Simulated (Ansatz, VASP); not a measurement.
**LiAl5B: VASP beside Ansatz**

```
Li Al B
1.0
     2.56031    1.47820    4.72408
    -2.56031    1.47820    4.72408
     0.00000   -2.95639    4.72408
Li Al B
1 5 1
Cartesian
  0.0000 0.0000 7.0861
  0.0000 0.0000 12.0412
  0.0000 0.0000 2.1311
  0.0000 1.4782 4.7241
  -1.2802 -0.7391 4.7241
  1.2802 -0.7391 4.7241
  0.0000 0.0000 0.0000
```

Alike in both runs: functional PBE; k mesh 12 × 12 × 12; occupations gaussian, width 0.1 eV; no spin polarisation.

Ansatz relaxed the structure, and its values are those at the end. VASP's run is a single point on that final structure, the one shown.

|  | VASP | Ansatz |
| --- | --- | --- |
| version | VASP 6.6.1 | Ansatz 0.2.0 |
| potentials or method | VASP PAW PBE potentials, release 64 (Li_sv, Al, B), cutoff 750 eV | scalar-relativistic, plane waves, PAW |
| valence electrons in the cell | 21 | 21 |

```csv
,VASP,Ansatz,Ansatz less VASP
gap on the k mesh at the Fermi level (eV),none,none,-
pressure (GPa),0.0,0.0,+0.06
```

A gap of «none» marks a metal or a gap that the smearing closes.
